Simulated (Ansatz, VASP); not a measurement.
# Two plane-wave programs on GdO

INCAR

```
SYSTEM = GdO
PREC = Accurate
ENCUT = 520
EDIFF = 1E-8
ISMEAR = -1
SIGMA = 0.08
LREAL = .FALSE.
LASPH = .TRUE.
NELM = 150
ALGO = Normal
ISIF = 2
LWAVE = .FALSE.
LCHARG = .FALSE.
ISPIN = 2
MAGMOM = 7 0
LORBIT = 11
LMAXMIX = 6
GGA = PE
LEFG = .TRUE.
NBANDS = 23
```

Contents of KPOINTS:

```
regular mesh
0
G
  12 12 12
  0 0 0
```

Contents of POSCAR:

```
GdO
1.0
    0.0000000000      2.6453513612      2.6453513612
    2.6453513612      0.0000000000      2.6453513612
    2.6453513612      2.6453513612      0.0000000000
Gd O
1 1
Direct
    0.0000000000      0.0000000000      0.0000000000
    0.7500000000      0.7500000000      0.7500000000
```

Input for Ansatz:

```yaml
crystal:
  lattice:
    - [0.0, 2.6453513612, 2.6453513612]
    - [2.6453513612, 0.0, 2.6453513612]
    - [2.6453513612, 2.6453513612, 0.0]
  atoms:
    - { symbol: Gd, position: [0.0, 0.0, 0.0], spin: 7.0 }
    - { symbol: O, position: [0.75, 0.75, 0.75] }
magnetization:
  spin_polarized: true
kpoints:
  mp_grid: { grid: [12, 12, 12] }
scf:
  occupations: { method: fermi_dirac, width: 0.08 }
hamiltonian:
  xc: pbe
  pseudopotentials: { kind: paw }
output:
  forces: true
  stress: true
  eigenvalues: true
  efg: { contact_densities: true }
```

Change from the starting cell: volume scaled by 0.9405, PAW files.

Alike in both runs: task electric field gradients; functional PBE; k mesh 12 × 12 × 12; occupations fermi-dirac, width 0.08 eV; collinear spin.

|  | VASP | Ansatz |
| --- | --- | --- |
| version | VASP 6.6.1 | Ansatz 0.2.0 |
| potentials or method | VASP PAW PBE potentials, release 64 (Gd, O) | PAW with Ansatz's default frozen-core files, scalar-relativistic |
| plane-wave cutoff (eV) | 520 | 420 |
| valence electrons in the cell | 24 | 24 |

```tsv
	VASP	Ansatz	Ansatz less VASP
pressure (GPa)	6.0	5.9	-0.17
net moment per atom (μB)	3.77	3.76	-0.013
size of the moment on the site where the two differ most (μB)	6.87	6.79	-0.074
```

Site moments also hang on the region over which each program counts them. With one functional, cell and mesh, what is left measures potentials, basis and numerics.

Spin-orbit coupling is off throughout.
